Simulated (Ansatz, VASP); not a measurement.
One calculation of Cs3W, two programs

Contents of INCAR:

```
PREC = Accurate ; ENCUT = 520
EDIFF = 1E-6 ; ISMEAR = 0
SIGMA = 0.1 ; LREAL = False
LASPH = True ; NELM = 100
ALGO = Normal ; ISIF = 2
LWAVE = False ; LCHARG = False
GGA = PE ; NBANDS = 28
```

File KPOINTS:

```
Automatic mesh
0
Gamma
  8 8 8
```

File POSCAR:

```
Cs3W
1.0
    6.0694634557      0.0000000000      0.0000000000
    0.0000000000      6.0694634557      0.0000000000
    0.0000000000      0.0000000000      6.0694634557
Cs W
3 1
Direct
    0.0000000000      0.0000000000      0.5000000000
    0.0000000000      0.5000000000      0.0000000000
    0.5000000000      0.0000000000      0.0000000000
    0.5000000000      0.5000000000      0.5000000000
```

Input for Ansatz:

```yaml
crystal:
  lattice:
    - [6.0694634557, 0.0, 0.0]
    - [0.0, 6.0694634557, 0.0]
    - [0.0, 0.0, 6.0694634557]
  atoms:
    - { symbol: Cs, position: [0.0, 0.0, 0.5] }
    - { symbol: Cs, position: [0.0, 0.5, 0.0] }
    - { symbol: Cs, position: [0.5, 0.0, 0.0] }
    - { symbol: W, position: [0.5, 0.5, 0.5] }
basis:
  ecutwfc: 420
kpoints:
  mp_grid: { grid: [8, 8, 8] }
hamiltonian:
  xc: pbe
scf:
  occupations: { method: gaussian, width: 0.1 }
output:
  forces: true
  stress: true
  eigenvalues: true
```

Alike in both runs: task single point; functional PBE; k mesh 8 × 8 × 8; occupations gaussian, width 0.1 eV; no spin polarisation.

|  | VASP | Ansatz |
| --- | --- | --- |
| version | VASP 6.6.1 | Ansatz 0.2.0 |
| potentials or method | VASP PAW PBE potentials, release 64 (Cs_sv, W_sv), cutoff 520 eV | scalar-relativistic, plane waves, PAW |
| valence electrons in the cell | 41 | 41 |

|  | VASP | Ansatz | Ansatz less VASP |
| --- | --- | --- | --- |
| gap on the k mesh at the Fermi level (eV) | none | none | - |
| pressure (GPa) | -0.6 | -0.6 | -0.01 |

A gap of «none» marks a metal or a gap that the smearing closes. With one functional, cell and mesh, what is left measures potentials, basis and numerics.

Neither program's run includes spin-orbit coupling.
